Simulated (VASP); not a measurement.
Here is a VASP 6.6.1 calculation.

File INCAR:

```
SYSTEM = TaN
PREC     = Accurate       ! precision mode
ENCUT    = 700            ! plane-wave cutoff, eV
EDIFF    = 1E-6           ! SCF threshold, eV
ISMEAR   = -1             ! smearing method
SIGMA    = 0.05           ! smearing width, eV
LREAL    = .False.        ! projectors in reciprocal space
LASPH    = .True.         ! aspherical terms in the spheres
NELM     = 200            ! most SCF steps
ALGO     = Normal         ! electronic algorithm
ISIF     = 2              ! what is computed and relaxed
LWAVE    = .False.        ! write WAVECAR
LCHARG   = .False.        ! write CHGCAR
MAGMOM   = 0 0 0 0 0 0    ! initial moments
LORBIT   = 11             ! projections on sites
LSORBIT  = .True.         ! spin-orbit coupling
GGA_COMPAT= .False.      
LORBMOM  = .True.       
LMAXMIX  = 4              ! l up to which the mixer works
NBANDS   = 30             ! bands
```

KPOINTS

```
Automatic mesh
0
Gamma
  7 7 7
  0 0 0
```

The input POSCAR:

```
TaN
1.0
    2.9380011100      0.0000000000      0.0000000000
   -1.4690005500      2.5443836000      0.0000000000
    0.0000000000      0.0000000000      2.8830022100
Ta N
1 1
Direct
    0.3333333333      0.6666666667      0.5000000000
    0.0000000000      0.0000000000      0.0000000000
```

Potentials or basis: VASP PAW LDA potentials, release 64 (Ta_sv_GW, N).

Run with:

```bash
$ cat potpaw_LDA.64/Ta_sv_GW/POTCAR potpaw_LDA.64/N/POTCAR > POTCAR
$ mpirun -np 1 vasp_ncl > vasp.out
```

Estimate the pressure.

-10.4 GPa.

Predict the net moment.

0.00 μB per cell.

Stress tensor (GPa, compression positive):
```
 -9.69   0.00   0.00
  0.00  -9.69   0.00
  0.00   0.00 -11.73
```

Caveat: the cell stands under tension.
